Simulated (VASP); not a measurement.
# Cd (P6_3/mmc) in VASP: further runs

Aim: see how the results for Cd move with the level of theory and the settings. Levels: RPBE, PBEsol, PBE. Tasks: single point.

Everything below comes from runs of VASP 6.6.1. Logs are shortened: lines on timing, memory, paths and dates and some standing lists are left out, and cuts for length are marked.

## Step 1: The cell of the first run

The structure is hexagonal, space group P6_3/mmc (No. 194). The conventional cell has a = 2.979 Å, b = 2.979 Å, c = 5.618 Å, α = 90.00°, β = 90.00°, γ = 120.00°. Within 3.9 Å of Cd (site symmetry -6m2) lie 12 Cd at 2.98 to 3.29 Å.

## Step 2: Single point, RPBE

File INCAR:

```
ALGO     = Fast           # electronic algorithm
EDIFF    = 1E-6           # SCF threshold, eV
ENCUT    = 520            # plane-wave cutoff, eV
GGA      = RP             # functional
ISIF     = 2              # what is computed and relaxed
ISMEAR   = 0              # smearing method
LASPH    = T              # aspherical terms in the spheres
LCHARG   = T              # write CHGCAR
LELF     = T              # ELF
LREAL    = F              # projectors in reciprocal space
LVHAR    = T            
LWAVE    = F              # write WAVECAR
NBANDS   = 19             # bands
NELM     = 80             # most SCF steps
PREC     = Accurate       # precision mode
SIGMA    = 0.02           # smearing width, eV
```

File KPOINTS:

```
k-points
0
Gamma
  10 10 5
```

File POSCAR:

```
Cd
1.0
    2.9788700000      0.0000000000      0.0000000000
   -1.4894350000      2.5797770946      0.0000000000
    0.0000000000      0.0000000000      5.6176500000
Cd
2
Direct
    0.6666666667      0.3333333333      0.7500000000
    0.3333333333      0.6666666667      0.2500000000
```

Potentials or basis: VASP PAW PBE potentials, release 64 (Cd).

Launch:

```
> cat potpaw_PBE.64/Cd/POTCAR > POTCAR
> mpirun -np 1 vasp_std > vasp.out
```

OUTCAR:

```text
EDIFF = 1E-6
   ENCUT = 520
   GGA = RP
   ISIF = 2
   ISMEAR = 0
   LASPH = T
   LREAL = F
   NELM = 80
   PREC = Accurate

 ion  position               nearest neighbor table
   1  0.667  0.333  0.750-   2 3.29   2 3.29   2 3.29   2 3.29   2 3.29   2 3.29
   2  0.333  0.667  0.250-   1 3.29   1 3.29   1 3.29   1 3.29   1 3.29   1 3.29

  LATTYP: Found a hexagonal cell.
 ALAT       =     2.9788700000
 C/A-ratio  =     1.8858325472

  Lattice vectors:

 A1 = (   2.9788700000,   0.0000000000,   0.0000000000)
 A2 = (  -1.4894350000,   2.5797770946,   0.0000000000)
 A3 = (   0.0000000000,   0.0000000000,   5.6176500000)

Analysis of symmetry for initial positions (statically):
=====================================================================
 Subroutine PRICEL returns:
 Original cell was already a primitive cell.

 Routine SETGRP: Setting up the symmetry group for a
 hexagonal supercell.

 Subroutine GETGRP returns: Found 24 space group operations
 (whereof 12 operations were pure point group operations)
 out of a pool of 24 trial point group operations.

The static configuration has the point symmetry D_3d.
 The point group associated with its full space group is D_6h.

Analysis of symmetry for dynamics (positions and initial velocities):
=====================================================================
 Subroutine PRICEL returns:
 Original cell was already a primitive cell.

 Routine SETGRP: Setting up the symmetry group for a
 hexagonal supercell.

 Subroutine GETGRP returns: Found 24 space group operations
 (whereof 12 operations were pure point group operations)
 out of a pool of 24 trial point group operations.

The dynamic configuration has the point symmetry D_3d.
 The point group associated with its full space group is D_6h.

 Subroutine INISYM returns: Found 24 space group operations
 (whereof 12 operations are pure point group operations),
 and found     1 'primitive' translations

----------------------------------------------------------------------------------------

                                     Primitive cell

  volume of cell :      43.1706

  direct lattice vectors                    reciprocal lattice vectors
[... 76 lines left out ...]
   NGXF,Y,Z  is equivalent  to a cutoff of  26.79, 26.79, 24.86 a.u.
 SYSTEM =  unknown system
   PREC   = accura    normal or accurate (medium, high low for compatibility)
   ISTART =      0    job   : 0-new  1-cont  2-samecut
   ICHARG =      2    charge: 1-file 2-atom 10-const
   ISPIN  =      1    spin polarized calculation?
   LNONCOLLINEAR =      F non collinear calculations
   LSORBIT =      F    spin-orbit coupling
   LASPH  =      T    aspherical Exc in radial PAW
   ENCUT  =  520.0 eV  38.22 Ry    6.18 a.u.   5.54  5.54 10.45*2*pi/ulx,y,z
   NELM   =     80;   NELMIN=  2; NELMDL= -5     # of ELM steps
   EDIFF  = 0.1E-05   stopping-criterion for ELM
   LREAL  =      F    real-space projection
   EDIFFG = 0.1E-04   stopping-criterion for IOM
   NSW    =      0    number of steps for IOM
   IBRION =     -1    ionic relax: 0-MD 1-quasi-New 2-CG
   NFREE  =      0    steps in history (QN), initial steepest desc. (CG)
   ISIF   =      2    stress and relaxation
   ISYM   =      2    0-nonsym 1-usesym 2-fastsym
   POTIM  = 0.5000    time-step for ionic-motion
   TEBEG  =    0.0;   TEEND  =   0.0 temperature during run
   PSTRESS=    0.0 pullay stress
   NELECT =      24.0000    total number of electrons
   NUPDOWN=      -1.0000    fix difference up-down
   EMIN   =  10.00;   EMAX   =-10.00  energy-range for DOS
   EFERMI =   0.00;   METHOD = LEGACY
   ISMEAR =     0;   SIGMA  =   0.02  broadening in eV -4-tet -1-fermi 0-gaus
   EFERMI_NEDOS =   21; number of points for ismear=-14 and -15
   IALGO  =     68    algorithm
   IMIX   =      4    mixing-type and parameters
     AMIX     =   0.40;   BMIX     =  1.00
     AMIX_MAG =   1.60;   BMIX_MAG =  1.00
  volume/ion in A,a.u.               =      21.59       145.66
  Fermi-wavevector in a.u.,A,eV,Ry     =   1.346116  2.543790 24.654136  1.812028
  Thomas-Fermi vector in A             =   2.473974
   LORBIT       =      0    0 simple, 1 ext, 2 COOP (PROOUT), +10 PAW based schemes
   GGA     = RP    functional components
   LHFCALC =     F    Hartree Fock is set to
   AEXX    =    0.0000 exact exchange contribution
   IVDW    =     0    specifies the selected vdW correction
   LEPSILON=     F    determine dielectric tensor
   LRPA    =     F    only Hartree local field effects (RPA)
 non-spin polarized calculation
 RMM-DIIS sequential band-by-band and
 Gauss-broadening in eV      SIGMA  =   0.02
  energy-cutoff  :      520.00
  volume of cell :       43.17
 maximum number of plane-waves:      1185
 NGX is ok and might be reduce to    24
   NGX = 11   NGY = 11   NGZ = 21

 number of electron      23.9999993 magnetization

 Free energy of the ion-electron system (eV)
  ---------------------------------------------------
  ext. energy  EPLUGINS =         0.00000000
  ---------------------------------------------------
  free energy    TOTEN  =        -0.63877677 eV

  energy without entropy =       -0.63864136  energy(sigma->0) =       -0.63870906

 E-fermi :   3.0076     XC(G=0): -10.9093

 val. band max:        3.0076361932   @ k =   0.3000   0.0000   0.0000
 cond. band min:       3.0941046904   @ k =   0.4000  -0.0000   0.0000
 fundamental gap:      0.0864684973
 Fermi energy:         3.0076361932

 k-point     1 :       0.0000    0.0000    0.0000
  band No.  band energies     occupation
      1      -6.8021      2.00000
      2      -6.5376      2.00000
      3      -6.1765      2.00000
      4      -6.1765      2.00000
      5      -6.1257      2.00000
      6      -6.1257      2.00000
[... 505 lines left out ...]
      6      -5.7290      2.00000
[... 11 lines left out ...]
     18      13.1573      0.00000
     19      16.4769      0.00000

 [... further k-points ...]
[... 5 lines left out ...]
  --------------------------------------------------------------------------------------
  -------------------------------------------------------------------------------------
  Total        1.8404887      1.8404887      1.0892076      0.0000000      0.0000000      0.0000000
  in kB       68.3054457     68.3054457     40.4233996      0.0000000      0.0000000      0.0000000
  external PRESSURE =      59.0114304 kB  Pullay stress =       0.0000000 kB

 VOLUME and BASIS-vectors are now :
 -----------------------------------------------------------------------------
  energy-cutoff  :      520.00
  volume of cell :       43.17
      direct lattice vectors                 reciprocal lattice vectors
     2.978870000  0.000000000  0.000000000     0.335697765  0.193815195  0.000000000
    -1.489435000  2.579777095  0.000000000     0.000000000  0.387630389  0.000000000
     0.000000000  0.000000000  5.617650000     0.000000000  0.000000000  0.178010378

 POSITION                                       TOTAL-FORCE (eV/Angst)
 -----------------------------------------------------------------------------------
      1.48944      0.85993      4.21324        -0.000000     -0.000000     -0.000000
     -0.00000      1.71985      1.40441         0.000000      0.000000      0.000000
 -----------------------------------------------------------------------------------
    total drift:                               -0.000000      0.000000      0.000000

  FREE ENERGIE OF THE ION-ELECTRON SYSTEM (eV)
  ---------------------------------------------------
  free  energy   TOTEN  =        -0.6387767671 eV

  energy  without entropy=       -0.6386413616  energy(sigma->0) =       -0.63870906
```

OSZICAR:

```text
N       E                     dE             d eps       ncg     rms          rms(c)
DAV:   1     0.174775926939E+03    0.17478E+03   -0.13302E+04  1596   0.127E+03
DAV:   2     0.327752096317E+01   -0.17150E+03   -0.16579E+03  1659   0.333E+02
DAV:   3    -0.687797998745E+00   -0.39653E+01   -0.39589E+01  1840   0.573E+01
DAV:   4    -0.694525993440E+00   -0.67280E-02   -0.67276E-02  1779   0.225E+00
DAV:   5    -0.694547036281E+00   -0.21043E-04   -0.21043E-04  1756   0.123E-01    0.468E+00
RMM:   6    -0.634267668709E+00    0.60279E-01   -0.17282E-01  1613   0.385E+00    0.365E+00
RMM:   7    -0.637293139709E+00   -0.30255E-02   -0.29568E-02  1662   0.143E+00    0.142E+00
RMM:   8    -0.638614011719E+00   -0.13209E-02   -0.52781E-03  1687   0.961E-01    0.109E-01
RMM:   9    -0.638732298714E+00   -0.11829E-03   -0.42249E-04  1728   0.204E-01    0.819E-02
RMM:  10    -0.638777990363E+00   -0.45692E-04   -0.15002E-04  1739   0.156E-01    0.171E-02
RMM:  11    -0.638776747896E+00    0.12425E-05   -0.12709E-05  1758   0.346E-02    0.418E-03
RMM:  12    -0.638776767104E+00   -0.19208E-07   -0.11023E-06  1166   0.135E-02
   1 F= -.63877677E+00 E0= -.63870906E+00  d E =-.135406E-03
```

stdout:

```text
POSCAR found type information on POSCAR Cd
 POSCAR found :  1 types and       2 ions
 scaLAPACK will be used
 -----------------------------------------------------------------------------
|                                                                             |
|                                                                             |
|     You enforced a specific xc type in the INCAR file but a different       |
|     I HOPE YOU KNOW WHAT YOU ARE DOING!                                     |
|                                                                             |
 -----------------------------------------------------------------------------

 LDA part: xc-table for (Slater+PW92), standard interpolation
 POSCAR, INCAR and KPOINTS ok, starting setup
 FFT: planning ... GRIDC
 FFT: planning ... GRID_SOFT
 FFT: planning ... GRID
 WAVECAR not read
 entering main loop
```

Wall time 9.9 s (1 thread of Intel Xeon 6975P-C (Granite Rapids), shared host); peak memory 0.17 GiB.

Results:

| Item | Value |
| --- | --- |
| Free energy | -0.6388 eV |
| Pressure | 5.9 GPa |
| Band gap on the k mesh | zero (band 12 reaches 4.18 eV, above the bottom of band 13 at 0.11 eV) |

Stress tensor (GPa, compression positive):
```
6.83 0.00 0.00
0.00 6.83 0.00
0.00 0.00 4.04
```

Levels at points of the mesh, in eV from the Fermi level:
```
           k point  band 8  band 9  band 10  band 11  band 12  band 13  band 14  band 15  band 16  band 17
(0.00, 0.00, 0.00)   -8.67   -8.67    -8.42    -8.42    -2.93    -2.89    10.70    14.52    14.97    15.06
(0.50, 0.00, 0.00)   -8.45   -8.15    -8.13    -2.22    -1.71     2.14     3.16     3.34     5.34     8.54
```

Caveat: the PAW data sets were made with another functional, which shifts forces and pressure a little.

## Step 3: Single point, RPBE

File INCAR:

```
  PREC = Accurate
  ENCUT = 520
  EDIFF = 1E-6
  ISMEAR = 0
  SIGMA = 0.05
  LREAL = F
  LASPH = T
  NELM = 80
  ALGO = Normal
  ISIF = 2
  LWAVE = F
  LCHARG = F
  GGA = RP
  NBANDS = 19
```

File KPOINTS:

```
regular mesh
0
Gamma
  10 10 5
```

POSCAR is that of step 2.

Potentials or basis: VASP PAW PBE potentials, release 64 (Cd).

Launch:

```
> cat potpaw_PBE.64/Cd/POTCAR > POTCAR
> mpirun -np 1 vasp_std > vasp.out
```

Run time: 8.4 s. Hardware: 1 thread of Intel Xeon 6975P-C (Granite Rapids), shared host; peak memory 0.16 GiB.

It converged, with:

* Free energy: -0.6390 eV
* Pressure: 5.9 GPa
* Band gap on the k mesh: zero (band 12 reaches 4.18 eV, above the bottom of band 13 at 0.11 eV)

Stress tensor (GPa, compression positive):
```
6.84 0.00 0.00
0.00 6.84 0.00
0.00 0.00 4.05
```

Levels at points of the mesh, in eV from the Fermi level:
| k point | band 10 | band 11 | band 12 | band 13 | band 14 | band 15 |
| --- | --- | --- | --- | --- | --- | --- |
| (0.00, 0.00, 0.00) | -8.42 | -8.42 | -2.93 | -2.89 | 10.70 | 14.53 |
| (0.50, 0.00, 0.00) | -8.13 | -2.22 | -1.71 | 2.14 | 3.16 | 3.35 |

Caveat: the PAW data sets were made with another functional, which shifts forces and pressure a little.

## Step 4: Single point, RPBE, collinear spin, antiferromagnetic start

This run uses another cell than the first one, of 24.10 Å³/atom, 1.116 times its volume.

File INCAR:

```
SYSTEM = Cd
  ALGO = Normal
  EDIFF = 1E-7
  ENCUT = 520
  GGA = RP
  ISIF = 2
  ISMEAR = 0
  ISPIN = 2
  LASPH = .True.
  LCHARG = .False.
  LORBIT = 11
  LREAL = .False.
  LWAVE = .False.
  MAGMOM = 0.5 -0.5
  NBANDS = 23
  NELM = 150
  PREC = Accurate
  SIGMA = 0.05
```

File KPOINTS:

```
k-points
0
Gamma
  10 10 5
  0 0 0
```

File POSCAR:

```
Cd
1.0
    3.0950965647      0.0000000000      0.0000000000
   -1.5475482823      2.6804322522      0.0000000000
    0.0000000000      0.0000000000      5.8087597982
Cd
2
Direct
    0.6666666667      0.3333333333      0.7500000000
    0.3333333333      0.6666666667      0.2500000000
```

Launch:

```
> cat potpaw_PBE.64/Cd/POTCAR > POTCAR
> mpirun -np 1 vasp_std > vasp.out
```

It took 29 s on 1 thread of Intel Xeon 6975P-C (Granite Rapids), shared host; peak memory 0.21 GiB.

Results (log left out):

| Item | Value |
| --- | --- |
| Free energy | -0.7247 eV |
| Pressure | 0.2 GPa |
| Band gap on the k mesh | zero (filled and empty bands overlap) |
| Net moment | 0.00 μB per cell |
| Valence electrons inside the program's atomic spheres | Cd 10.27 |

Stress tensor (GPa, compression positive):
```
0.25 0.00 0.00
0.00 0.25 0.00
0.00 0.00 0.15
```

Levels at points of the mesh, in eV from the Fermi level:
Spin up:
```csv
k point,band 9,band 10,band 11,band 12,band 13,band 14,band 15,band 16
"(0.00, 0.00, 0.00)",-8.43,-8.43,-8.11,-3.00,-2.53,10.07,13.70,13.70
"(0.50, 0.00, 0.00)",-8.22,-8.20,-2.04,-1.81,1.85,2.68,2.97,4.96
```
Spin down:
```
           k point  band 9  band 10  band 11  band 12  band 13  band 14  band 15  band 16
(0.00, 0.00, 0.00)   -8.43    -8.43    -8.11    -3.00    -2.53    10.07    13.70    13.70
(0.50, 0.00, 0.00)   -8.22    -8.20    -2.04    -1.81     1.85     2.68     2.97     4.96
```

Caveat: the PAW data sets were made with another functional, which shifts forces and pressure a little.

## Step 5: Single point, PBEsol

File INCAR:

```
ALGO     = Fast           # electronic algorithm
EDIFF    = 1E-6           # SCF threshold, eV
ENCUT    = 520            # plane-wave cutoff, eV
GGA      = PS             # functional
ISIF     = 2              # what is computed and relaxed
ISMEAR   = -1             # smearing method
LASPH    = True           # aspherical terms in the spheres
LCHARG   = False          # write CHGCAR
LREAL    = False          # projectors in reciprocal space
LWAVE    = False          # write WAVECAR
NBANDS   = 19             # bands
NELM     = 80             # most SCF steps
PREC     = Accurate       # precision mode
SIGMA    = 0.05           # smearing width, eV
```

File KPOINTS:

```
k-points
0
Gamma
  10 10 5
```

File POSCAR:

```
Cd
1.0
    2.9788700000      0.0000000000      0.0000000000
   -1.4894350000      2.5797770946      0.0000000000
    0.0000000000      0.0000000000      5.6176500000
Cd
2
Direct
    0.6666666667      0.3333333333      0.7500000000
    0.3333333333      0.6666666667      0.2500000000
```

Launch:

```
> cat potpaw_PBE.64/Cd/POTCAR > POTCAR
> mpirun -np 1 vasp_std > vasp.out
```

Wall time 16 s (1 thread of Intel Xeon Platinum 8488C (Sapphire Rapids), shared host); peak memory 0.17 GiB.

Results (log left out):

* Free energy: -2.4101 eV
* Pressure: -1.2 GPa
* Band gap on the k mesh: zero (band 12 reaches 3.81 eV, above the bottom of band 13 at -0.25 eV)

Stress tensor (GPa, compression positive):
```
-0.92  0.00  0.00
 0.00 -0.92  0.00
 0.00  0.00 -1.75
```

Levels at points of the mesh, in eV from the Fermi level:
```
           k point  band 10  band 11  band 12  band 13  band 14  band 15
(0.00, 0.00, 0.00)    -8.27    -8.27    -2.93    -2.89    10.69    14.60
(0.50, 0.00, 0.00)    -7.98    -2.22    -1.72     2.11     3.15     3.30
```

Caveat: the PAW data sets were made with another functional, which shifts forces and pressure a little.

## Step 6: Single point, PBE (volume scaled by 0.94)

File INCAR:

```
SYSTEM = Cd
  PREC = Accurate
  ENCUT = 520
  EDIFF = 1E-6
  ISMEAR = -1
  SIGMA = 0.05
  LREAL = .False.
  LASPH = .True.
  NELM = 60
  ALGO = Fast
  ISIF = 2
  LWAVE = .False.
  LCHARG = .False.
  GGA = PE
  NBANDS = 19
```

File KPOINTS:

```
regular mesh
0
Gamma
  10 10 5
  0 0 0
```

File POSCAR:

```
Cd
1.0
    2.9180596717      0.0000000000      0.0000000000
   -1.4590298358      2.5271138055      0.0000000000
    0.0000000000      0.0000000000      5.5029719036
Cd
2
Direct
    0.6666666667      0.3333333333      0.7500000000
    0.3333333333      0.6666666667      0.2500000000
```

Potentials or basis: VASP PAW PBE potentials, release 64 (Cd).

Launch:

```
> cat potpaw_PBE.64/Cd/POTCAR > POTCAR
> mpirun -np 1 vasp_std > vasp.out
```

Run time: 13 s. Hardware: 1 thread of Intel Xeon Platinum 8488C (Sapphire Rapids), shared host; peak memory 0.17 GiB.

The run converged. Its results:

| Property | Result |
| --- | --- |
| Free energy | -1.3942 eV |
| Pressure | 7.9 GPa |
| Band gap on the k mesh | zero (band 12 reaches 4.54 eV, above the bottom of band 13 at 0.46 eV) |

Stress tensor (GPa, compression positive):
```
9.26 0.00 0.00
0.00 9.26 0.00
0.00 0.00 5.28
```

Levels at points of the mesh, in eV from the Fermi level:
```
           k point  band 9  band 10  band 11  band 12  band 13  band 14  band 15  band 16
(0.00, 0.00, 0.00)   -8.68    -8.39    -8.39    -3.18    -2.82    11.09    14.88    15.68
(0.50, 0.00, 0.00)   -8.10    -8.07    -2.36    -1.70     2.29     3.24     3.70     5.59
```

Caveat: the cell differs from its parent crystal (volume scaled by 0.94).

## Step 7: Summary

| level | spin | cell | smearing | gap on the mesh (eV) | pressure (GPa) |
| --- | --- | --- | --- | --- | --- |
| RPBE | off | a = 2.979, b = 2.979, c = 5.618 Å, angles 90.0, 90.0, 120.0°, 2 atoms | gaussian 0.02 eV | none | 5.9 |
| RPBE | off | a = 2.979, b = 2.979, c = 5.618 Å, angles 90.0, 90.0, 120.0°, 2 atoms | gaussian 0.05 eV | none | 5.9 |
| RPBE | collinear, antiferromagnetic start | a = 3.095, b = 3.095, c = 5.809 Å, angles 90.0, 90.0, 120.0°, 2 atoms | gaussian 0.05 eV | none | 0.2 |
| PBEsol | off | a = 2.979, b = 2.979, c = 5.618 Å, angles 90.0, 90.0, 120.0°, 2 atoms | fermi-dirac 0.05 eV | none | -1.2 |
| PBE | off | a = 2.918, b = 2.918, c = 5.503 Å, angles 90.0, 90.0, 120.0°, 2 atoms | fermi-dirac 0.05 eV | none | 7.9 |

Alike in all rows: task single point; potentials or basis VASP PAW PBE potentials, release 64 (Cd); k mesh 10 × 10 × 5; cutoff (eV) 520.

Every run on the cell as given and a fine mesh finds a metal. The pressure there spans -1.2 GPa (PBEsol) to 5.9 GPa (RPBE); a positive pressure means that this level wants a larger cell, a negative one a smaller.

Caveats: the PAW data sets were made with another functional, which shifts forces and pressure a little (some runs).

Total energies depend on the potentials used, so only differences within one code and one set of settings carry meaning.
